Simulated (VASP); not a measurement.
# Al2O3 (R-3c) in VASP: settings compared, part 2 of 2

VASP 6.6.1. The steps go on from the part before.

### Step 3. Single point, r2SCAN (epitaxial xy strain -3.0%)

The input, POSCAR:

```
Al2O3
1.0
    2.3079805706      1.3325132037      4.3952333052
   -2.3079805706      1.3325132037      4.3952333052
    0.0000000000     -2.6650264074      4.3952333052
Al O
4 6
Direct
    0.8502195985      0.8502195985      0.8502195985
    0.3502195985      0.3502195985      0.3502195985
    0.1497804015      0.1497804015      0.1497804015
    0.6497804015      0.6497804015      0.6497804015
    0.4416689846      0.0583310154      0.7500000000
    0.0583310154      0.7500000000      0.4416689846
    0.5583310154      0.9416689846      0.2500000000
    0.2500000000      0.5583310154      0.9416689846
    0.9416689846      0.2500000000      0.5583310154
    0.7500000000      0.4416689846      0.0583310154
```

The input, INCAR.step1:

```
SYSTEM = Al2O3
PREC = Accurate ; ENCUT = 520
ISMEAR = 0 ; SIGMA = 0.01
LREAL = .FALSE. ; LASPH = .TRUE.
NELM = 60 ; NBANDS = 35
GGA = PE ; ALGO = Normal
EDIFF = 1E-4 ; LWAVE = .TRUE.
LCHARG = .FALSE.
```

The input, INCAR.step2:

```
SYSTEM = Al2O3
PREC = Accurate ; ENCUT = 520
EDIFF = 1E-7 ; ISMEAR = 0
SIGMA = 0.01 ; LREAL = .FALSE.
LASPH = .TRUE. ; NELM = 60
ALGO = Normal ; ISIF = 2
LWAVE = .FALSE. ; LCHARG = .FALSE.
METAGGA = R2SCAN ; LMIXTAU = .TRUE.
NBANDS = 35 ; ISTART = 1
```

The input, KPOINTS:

```
regular mesh
0
G
  6 6 6
  0 0 0
```

Potentials or basis: VASP PAW PBE potentials, release 64 (Al, O).

Started as:

```sh
$ cat potpaw_PBE.64/Al/POTCAR potpaw_PBE.64/O/POTCAR > POTCAR
$ cp INCAR.step1 INCAR
$ mpirun -np 1 vasp_std > vasp.out
$ cp INCAR.step2 INCAR
$ mpirun -np 1 vasp_std > vasp.out
```

OUTCAR:

```text
SYSTEM = Al2O3
   PREC = Accurate
   ENCUT = 520
   EDIFF = 1E-7
   ISMEAR = 0
   LREAL = .FALSE.
   LASPH = .TRUE.
   NELM = 60
   ISIF = 2
   METAGGA = R2SCAN
   ISTART = 1

 ion  position               nearest neighbor table
   1  0.850  0.850  0.850-   9 1.82   7 1.82   8 1.82   6 1.94  10 1.94   5 1.94   4 2.64   3 2.70
                             3 2.70   3 2.70   4 3.19   4 3.19   4 3.19
   2  0.350  0.350  0.350-  10 1.82   5 1.82   6 1.82   9 1.94   8 1.94   7 1.94   3 2.64   4 2.70
                             4 2.70   4 2.70   3 3.19   3 3.19   3 3.19
   3  0.150  0.150  0.150-   6 1.82   5 1.82  10 1.82   9 1.94   8 1.94   7 1.94   2 2.64   1 2.70
                             1 2.70   1 2.70   2 3.19   2 3.19   2 3.19
   4  0.650  0.650  0.650-   8 1.82   7 1.82   9 1.82   6 1.94  10 1.94   5 1.94   1 2.64   2 2.70
                             2 2.70   2 2.70   1 3.19   1 3.19   1 3.19
   5  0.442  0.058  0.750-   2 1.82   3 1.82   1 1.94   4 1.94
   6  0.058  0.750  0.442-   3 1.82   2 1.82   1 1.94   4 1.94
   7  0.558  0.942  0.250-   1 1.82   4 1.82   3 1.94   2 1.94
   8  0.250  0.558  0.942-   4 1.82   1 1.82   3 1.94   2 1.94
   9  0.942  0.250  0.558-   1 1.82   4 1.82   3 1.94   2 1.94
  10  0.750  0.442  0.058-   2 1.82   3 1.82   1 1.94   4 1.94

  LATTYP: Found a trigonal (rhomboedric) cell.
 ALAT       =     5.1400818631
 COS(alpha) =     0.5967687139

  Lattice vectors:

 A1 = (   2.3079805706,   1.3325132037,   4.3952333052)
 A2 = (  -2.3079805706,   1.3325132037,   4.3952333052)
 A3 = (   0.0000000000,  -2.6650264074,   4.3952333052)

Analysis of symmetry for initial positions (statically):
=====================================================================
 Subroutine PRICEL returns:
 Original cell was already a primitive cell.

 Routine SETGRP: Setting up the symmetry group for a
 trigonal (rhombohedral) supercell.

 Subroutine GETGRP returns: Found 12 space group operations
 (whereof  6 operations were pure point group operations)
 out of a pool of 12 trial point group operations.

The static configuration has the point symmetry S_6 .
 The point group associated with its full space group is D_3d.

Analysis of symmetry for dynamics (positions and initial velocities):
[... 157 lines left out ...]
   LEPSILON=     F    determine dielectric tensor
   LRPA    =     F    only Hartree local field effects (RPA)
 non-spin polarized calculation
 Gauss-broadening in eV      SIGMA  =   0.01
  energy-cutoff  :      520.00
  volume of cell :       81.10
 maximum number of plane-waves:      2204
 NGX is ok and might be reduce to    40
   NGX = 19   NGY = 19   NGZ = 19

 number of electron      48.0000006 magnetization

 Free energy of the ion-electron system (eV)
  ---------------------------------------------------
  ext. energy  EPLUGINS =         0.00000000
  ---------------------------------------------------
  free energy    TOTEN  =       -95.96639845 eV

  energy without entropy =      -95.96639845  energy(sigma->0) =      -95.96639845

 E-fermi :   6.4498     XC(G=0): -12.4719

 val. band max:        6.3592302763   @ k =   0.0000   0.0000   0.0000
 cond. band min:      14.0838102036   @ k =   0.0000   0.0000   0.0000
 fundamental gap:      7.7245799273
 Fermi energy:         6.4498493428

 k-point     1 :       0.0000    0.0000    0.0000
  band No.  band energies     occupation
      1     -14.3222      2.00000
      2     -12.0460      2.00000
      3     -11.4805      2.00000
      4     -11.4805      2.00000
      5     -11.1946      2.00000
      6     -11.1946      2.00000
[... 901 lines left out ...]
     34      21.0291      0.00000
     35      21.4787      0.00000

 [... further k-points ...]
[... 5 lines left out ...]
  --------------------------------------------------------------------------------------
  -------------------------------------------------------------------------------------
  Total       10.0152295     10.0152295     -0.2817230      0.0000000      0.0000000      0.0000000
  in kB      197.8493525    197.8493525     -5.5653952      0.0000000      0.0000000      0.0000000
  external PRESSURE =     130.0444366 kB  Pullay stress =       0.0000000 kB

 VOLUME and BASIS-vectors are now :
 -----------------------------------------------------------------------------
  energy-cutoff  :      520.00
  volume of cell :       81.10
      direct lattice vectors                 reciprocal lattice vectors
     2.307980571  1.332513204  4.395233305     0.216639605  0.125076934  0.075839736
    -2.307980571  1.332513204  4.395233305    -0.216639605  0.125076934  0.075839736
     0.000000000 -2.665026407  4.395233305     0.000000000 -0.250153869  0.075839736

 POSITION                                       TOTAL-FORCE (eV/Angst)
 -----------------------------------------------------------------------------------
      0.00000      0.00000     11.21074         0.000000     -0.000000     -0.022172
      0.00000      0.00000      4.61789         0.000000     -0.000000     -0.022172
      0.00000      0.00000      1.97496         0.000000     -0.000000      0.022172
      0.00000      0.00000      8.56781         0.000000     -0.000000      0.022172
      0.88474     -1.33251      5.49404         0.016678     -0.000000     -0.000000
     -1.59636     -0.09995      5.49404        -0.008339     -0.014444     -0.000000
     -0.88474      1.33251      7.69166        -0.016678     -0.000000     -0.000000
     -0.71162     -1.43246      7.69166         0.008339     -0.014444     -0.000000
      1.59636      0.09995      7.69166         0.008339      0.014444     -0.000000
      0.71162      1.43246      5.49404        -0.008339      0.014444     -0.000000
 -----------------------------------------------------------------------------------
    total drift:                                0.000000      0.000000     -0.000000

  FREE ENERGIE OF THE ION-ELECTRON SYSTEM (eV)
  ---------------------------------------------------
  free  energy   TOTEN  =       -95.9663984541 eV

  energy  without entropy=      -95.9663984541  energy(sigma->0) =      -95.96639845
```

OSZICAR.step1:

```text
N       E                     dE             d eps       ncg     rms          rms(c)
DAV:   1     0.221174851437E+03    0.22117E+03   -0.25737E+04  2240   0.132E+03
DAV:   2    -0.706541485425E+02   -0.29183E+03   -0.28400E+03  2838   0.292E+02
DAV:   3    -0.823586103851E+02   -0.11704E+02   -0.11669E+02  2884   0.589E+01
DAV:   4    -0.824466209318E+02   -0.88011E-01   -0.87965E-01  2768   0.587E+00
DAV:   5    -0.824477117869E+02   -0.10909E-02   -0.10907E-02  2845   0.646E-01    0.180E+01
DAV:   6    -0.741923513891E+02    0.82554E+01   -0.27903E+01  2707   0.285E+01    0.615E+00
DAV:   7    -0.742284178915E+02   -0.36067E-01   -0.10310E+00  2720   0.493E+00    0.333E+00
DAV:   8    -0.742496991306E+02   -0.21281E-01   -0.83056E-02  2711   0.220E+00    0.717E-01
DAV:   9    -0.742533391414E+02   -0.36400E-02   -0.24866E-02  2912   0.860E-01    0.326E-01
DAV:  10    -0.742538788367E+02   -0.53970E-03   -0.70400E-04  2535   0.160E-01    0.659E-02
DAV:  11    -0.742538505493E+02    0.28287E-04   -0.30887E-04  2696   0.100E-01
   1 F= -.74253851E+02 E0= -.74253851E+02  d E =-.447717E-21
```

It took 7.3 min on 1 thread of Intel Xeon 6975P-C, shared host; peak memory 0.28 GiB.

What came out:

- Free energy: -95.9664 eV
- Pressure: 13.0 GPa
- Largest force: 0.022 eV/Å
- Band gap on the k mesh: 7.72 eV, direct

Forces on the atoms (eV/Å):
```
Al   0.000  0.000 -0.022
Al   0.000  0.000 -0.022
Al   0.000  0.000  0.022
Al   0.000  0.000  0.022
O    0.017  0.000  0.000
O   -0.008 -0.014  0.000
O   -0.017  0.000  0.000
O    0.008 -0.014  0.000
O    0.008  0.014  0.000
O   -0.008  0.014  0.000
```

Caveat: the cell differs from its parent crystal (epitaxial xy strain -3.0%); the PAW data sets were made with another functional, which shifts forces and pressure a little.

### Step 4. Single point, r2SCAN (epitaxial xy strain -2.0%)

The input, POSCAR:

```
Al2O3
1.0
    2.3317741847      1.3462504533      4.3736774176
   -2.3317741847      1.3462504533      4.3736774176
    0.0000000000     -2.6925009064      4.3736774177
Al O
4 6
Direct
    0.8508069872      0.8508069872      0.8508069872
    0.3508069872      0.3508069872      0.3508069872
    0.1491930128      0.1491930128      0.1491930128
    0.6491930128      0.6491930128      0.6491930128
    0.4423636818      0.0576363182      0.7500000000
    0.0576363182      0.7500000000      0.4423636818
    0.5576363182      0.9423636818      0.2500000000
    0.2500000000      0.5576363182      0.9423636818
    0.9423636818      0.2500000000      0.5576363182
    0.7500000000      0.4423636818      0.0576363182
```

The input, INCAR.step1:

```
SYSTEM = Al2O3
PREC = Accurate
ENCUT = 520
ISMEAR = 0
SIGMA = 0.01
LREAL = .False.
LASPH = .True.
NELM = 100
NBANDS = 35
GGA = PE
ALGO = Normal
EDIFF = 1E-4
LWAVE = .True.
LCHARG = .False.
```

The input, INCAR.step2:

```
SYSTEM = Al2O3
PREC = Accurate
ENCUT = 520
EDIFF = 1E-6
ISMEAR = 0
SIGMA = 0.01
LREAL = .False.
LASPH = .True.
NELM = 100
ALGO = Normal
ISIF = 2
LWAVE = .False.
LCHARG = .True.
METAGGA = R2SCAN
LMIXTAU = .True.
LELF = .True.
LVHAR = .True.
NBANDS = 35
ISTART = 1
```

The input, KPOINTS:

```
regular mesh
0
Gamma
  6 6 6
  0 0 0
```

Started as:

```sh
$ cat potpaw_PBE.64/Al/POTCAR potpaw_PBE.64/O/POTCAR > POTCAR
$ cp INCAR.step1 INCAR
$ mpirun -np 1 vasp_std > vasp.out
$ cp INCAR.step2 INCAR
$ mpirun -np 1 vasp_std > vasp.out
```

It took 6.3 min on 1 thread of Intel Xeon 6975P-C, shared host; peak memory 0.28 GiB.

Results (log left out):

```yaml
Free_energy: -96.1387 eV
Pressure: 8.2 GPa
Largest_force: 0.021 eV/Å
Band_gap_on_the_k_mesh: 7.56 eV, direct
```

Forces on the atoms (eV/Å):
```
Al   0.000  0.000 -0.021
Al   0.000  0.000 -0.021
Al   0.000  0.000  0.021
Al   0.000  0.000  0.021
O    0.015  0.000  0.000
O   -0.008 -0.013  0.000
O   -0.015  0.000  0.000
O    0.008 -0.013  0.000
O    0.008  0.013  0.000
O   -0.008  0.013  0.000
```

Stress tensor (GPa, compression positive):
```
12.58  0.00  0.00
 0.00 12.58  0.00
 0.00  0.00 -0.56
```

Levels at points of the mesh, in eV from the valence-band top:
```tsv
k point	band 21	band 22	band 23	band 24	band 25	band 26	band 27	band 28
(0.00, 0.00, 0.00)	-0.54	-0.23	0.00	0.00	7.56	10.61	12.26	12.43
(0.50, 0.00, 0.00)	-1.02	-1.02	-0.40	-0.40	10.80	10.80	10.87	10.87
(0.50, 0.50, 0.00)	-1.10	-0.98	-0.95	-0.36	10.95	10.99	11.33	11.77
(0.50, 0.50, 0.50)	-0.35	-0.35	-0.35	-0.35	10.11	10.11	12.41	12.41
```

Caveat: the cell differs from its parent crystal (epitaxial xy strain -2.0%); the PAW data sets were made with another functional, which shifts forces and pressure a little.

### Step 5. Single point, r2SCAN (epitaxial xy strain -1.0%)

The input, POSCAR:

```
Al2O3
1.0
    2.3555677989      1.3599877028      4.3525016269
   -2.3555677989      1.3599877028      4.3525016269
    0.0000000000     -2.7199754055      4.3525016269
Al O
4 6
Direct
    0.8513722250      0.8513722250      0.8513722250
    0.3513722250      0.3513722250      0.3513722250
    0.1486277750      0.1486277750      0.1486277750
    0.6486277750      0.6486277750      0.6486277750
    0.4430228297      0.0569771703      0.7500000000
    0.0569771703      0.7500000000      0.4430228297
    0.5569771703      0.9430228297      0.2500000000
    0.2500000000      0.5569771703      0.9430228297
    0.9430228297      0.2500000000      0.5569771703
    0.7500000000      0.4430228297      0.0569771703
```

INCAR.step1 is that of step 4.

INCAR.step2 is that of step 4.

The input, KPOINTS:

```
Automatic mesh
0
Gamma
  6 6 6
  0 0 0
```

Potentials or basis: VASP PAW PBE potentials, release 64 (Al, O).

Started as:

```sh
$ cat potpaw_PBE.64/Al/POTCAR potpaw_PBE.64/O/POTCAR > POTCAR
$ cp INCAR.step1 INCAR
$ mpirun -np 1 vasp_std > vasp.out
$ cp INCAR.step2 INCAR
$ mpirun -np 1 vasp_std > vasp.out
```

OUTCAR:

```text
SYSTEM = Al2O3
   PREC = Accurate
   ENCUT = 520
   EDIFF = 1E-6
   ISMEAR = 0
   LREAL = .False.
   LASPH = .True.
   NELM = 100
   ISIF = 2
   METAGGA = R2SCAN
   ISTART = 1

 ion  position               nearest neighbor table
   1  0.851  0.851  0.851-   7 1.84   9 1.84   8 1.84   6 1.96  10 1.96   5 1.96   4 2.65   3 2.76
                             3 2.76   3 2.76   4 3.21   4 3.21   4 3.21
   2  0.351  0.351  0.351-   5 1.84  10 1.84   6 1.84   8 1.96   9 1.96   7 1.96   3 2.65   4 2.76
                             4 2.76   4 2.76   3 3.21   3 3.21   3 3.21
   3  0.149  0.149  0.149-   5 1.84   6 1.84  10 1.84   9 1.96   8 1.96   7 1.96   2 2.65   1 2.76
                             1 2.76   1 2.76   2 3.21   2 3.21   2 3.21
   4  0.649  0.649  0.649-   7 1.84   8 1.84   9 1.84  10 1.96   6 1.96   5 1.96   1 2.65   2 2.76
                             2 2.76   2 2.76   1 3.21   1 3.21   1 3.21
   5  0.443  0.057  0.750-   2 1.84   3 1.84   1 1.96   4 1.96
   6  0.057  0.750  0.443-   3 1.84   2 1.84   1 1.96   4 1.96
   7  0.557  0.943  0.250-   1 1.84   4 1.84   3 1.96   2 1.96
   8  0.250  0.557  0.943-   4 1.84   1 1.84   2 1.96   3 1.96
   9  0.943  0.250  0.557-   1 1.84   4 1.84   3 1.96   2 1.96
  10  0.750  0.443  0.057-   2 1.84   3 1.84   4 1.96   1 1.96

  LATTYP: Found a trigonal (rhomboedric) cell.
 ALAT       =     5.1324980876
[... 211 lines left out ...]
      2     -12.1321      2.00000
      3     -11.7656      2.00000
      4     -11.7656      2.00000
      5     -11.4639      2.00000
      6     -11.4639      2.00000
[... 901 lines left out ...]
     34      20.5229      0.00000
     35      20.8046      0.00000

 [... further k-points ...]
[... 5 lines left out ...]
  --------------------------------------------------------------------------------------
  -------------------------------------------------------------------------------------
  Total        3.0526460      3.0526460     -0.2925631      0.0000000     -0.0000000      0.0000000
  in kB       58.4609998     58.4609998     -5.6028550      0.0000000     -0.0000000      0.0000000
  external PRESSURE =      37.1063815 kB  Pullay stress =       0.0000000 kB

 VOLUME and BASIS-vectors are now :
 -----------------------------------------------------------------------------
  energy-cutoff  :      520.00
  volume of cell :       83.66
      direct lattice vectors                 reciprocal lattice vectors
     2.355567799  1.359987703  4.352501627     0.212263048  0.122550128  0.076584310
    -2.355567799  1.359987703  4.352501627    -0.212263048  0.122550128  0.076584310
     0.000000000 -2.719975406  4.352501627     0.000000000 -0.245100255  0.076584310

 POSITION                                       TOTAL-FORCE (eV/Angst)
 -----------------------------------------------------------------------------------
      0.00000      0.00000     11.11680        -0.000000     -0.000000     -0.019442
      0.00000      0.00000      4.58804        -0.000000     -0.000000     -0.019442
      0.00000      0.00000      1.94071        -0.000000      0.000000      0.019442
      0.00000      0.00000      8.46946        -0.000000      0.000000      0.019442
      0.90936     -1.35999      5.44063         0.012962     -0.000000     -0.000000
     -1.63246     -0.10753      5.44063        -0.006481     -0.011226     -0.000000
     -0.90936      1.35999      7.61688        -0.012962     -0.000000     -0.000000
     -0.72311     -1.46752      7.61688         0.006481     -0.011226     -0.000000
      1.63246      0.10753      7.61688         0.006481      0.011226     -0.000000
      0.72311      1.46752      5.44063        -0.006481      0.011226     -0.000000
 -----------------------------------------------------------------------------------
    total drift:                               -0.000000      0.000000      0.000000

  FREE ENERGIE OF THE ION-ELECTRON SYSTEM (eV)
  ---------------------------------------------------
  free  energy   TOTEN  =       -96.2384419737 eV

  energy  without entropy=      -96.2384419737  energy(sigma->0) =      -96.23844197
```

Run time: 6 min. Hardware: 1 thread of Intel Xeon 6975P-C, shared host; peak memory 0.29 GiB.

Results:

```yaml
Free_energy: -96.2384 eV
Pressure: 3.7 GPa
Largest_force: 0.019 eV/Å
Band_gap_on_the_k_mesh: 7.39 eV, direct
```

Forces on the atoms (eV/Å):
```
Al   0.000  0.000 -0.019
Al   0.000  0.000 -0.019
Al   0.000  0.000  0.019
Al   0.000  0.000  0.019
O    0.013  0.000  0.000
O   -0.006 -0.011  0.000
O   -0.013  0.000  0.000
O    0.006 -0.011  0.000
O    0.006  0.011  0.000
O   -0.006  0.011  0.000
```

Stress tensor (GPa, compression positive):
```
 5.85  0.00  0.00
 0.00  5.85  0.00
 0.00  0.00 -0.56
```

Caveat: the cell differs from its parent crystal (epitaxial xy strain -1.0%); the PAW data sets were made with another functional, which shifts forces and pressure a little. A k mesh can miss the band edges.

### Step 6. Overview

| level | cell | smearing | gap on the mesh (eV) | pressure (GPa) | largest force (eV/Å) |
| --- | --- | --- | --- | --- | --- |
| PBE | a = 5.125 Å, angles 57.1°, 10 atoms | fermi-dirac 0.02 eV | 5.32 | -3.7 | 0.05 |
| r2SCAN | a = 5.140 Å, angles 53.4°, 10 atoms | gaussian 0.01 eV | 7.72 | 13.0 | 0.02 |
| r2SCAN | a = 5.136 Å, angles 54.0°, 10 atoms | gaussian 0.01 eV | 7.56 | 8.2 | 0.02 |
| r2SCAN | a = 5.132 Å, angles 54.6°, 10 atoms | gaussian 0.01 eV | 7.39 | 3.7 | 0.02 |

Alike in all rows: task single point; potentials or basis VASP PAW PBE potentials, release 64 (Al, O); no spin polarisation; k mesh 6 × 6 × 6; cutoff (eV) 520.

Caveats: the PAW data sets were made with another functional, which shifts forces and pressure a little (some runs).

Absolute energies hang on the potentials; compare differences alone.
